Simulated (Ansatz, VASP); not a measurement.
W in VASP and in Ansatz

File INCAR:

```
SYSTEM = W
PREC = Accurate ; ENCUT = 520
EDIFF = 1E-6 ; ISMEAR = -1
SIGMA = 0.15 ; LREAL = .False.
LASPH = .True. ; NELM = 100
ALGO = Normal ; ISIF = 2
LWAVE = .False. ; LCHARG = .True.
GGA = PE ; LELF = .True.
LVHAR = .True. ; NBANDS = 13
```

The input KPOINTS:

```
regular mesh
0
Gamma
  13 13 13
  0 0 0
```

File POSCAR:

```
W
1.0
   -1.6184368998      1.6184368998      1.6184368998
    1.6184368998     -1.6184368998      1.6184368998
    1.6184368998      1.6184368998     -1.6184368998
W
1
Direct
    0.0000000000      0.0000000000      0.0000000000
```

Input for Ansatz:

```yaml
crystal:
  lattice:
    - [-1.6184368997866307, 1.6184368997866307, 1.6184368997866307]
    - [1.6184368997866307, -1.6184368997866307, 1.6184368997866307]
    - [1.6184368997866307, 1.6184368997866307, -1.6184368997866307]
  atoms:
    - { symbol: W, position: [0.0, 0.0, 0.0] }
basis:
  ecutwfc: 550.0
kpoints:
  mp_grid:
    grid: [13, 13, 13]
hamiltonian:
  xc: pbe
  pseudopotentials:
    kind: paw
scf:
  occupations:
    method: fermi_dirac
    width: 0.15
output:
  stress: true
```

Alike in both runs: task single point; functional PBE; k mesh 13 × 13 × 13; occupations fermi-dirac, width 0.15 eV; no spin polarisation.

|  | VASP | Ansatz |
| --- | --- | --- |
| version | VASP 6.6.1 | Ansatz 0.2.0 |
| potentials or method | VASP PAW PBE potentials, release 64 (W_sv), cutoff 520 eV | plane waves, PAW |
| valence electrons in the cell | 14 | 14 |

|  | VASP | Ansatz | Ansatz less VASP |
| --- | --- | --- | --- |
| pressure (GPa) | -13.3 | -13.7 | -0.34 |

Neither program's run includes spin-orbit coupling.
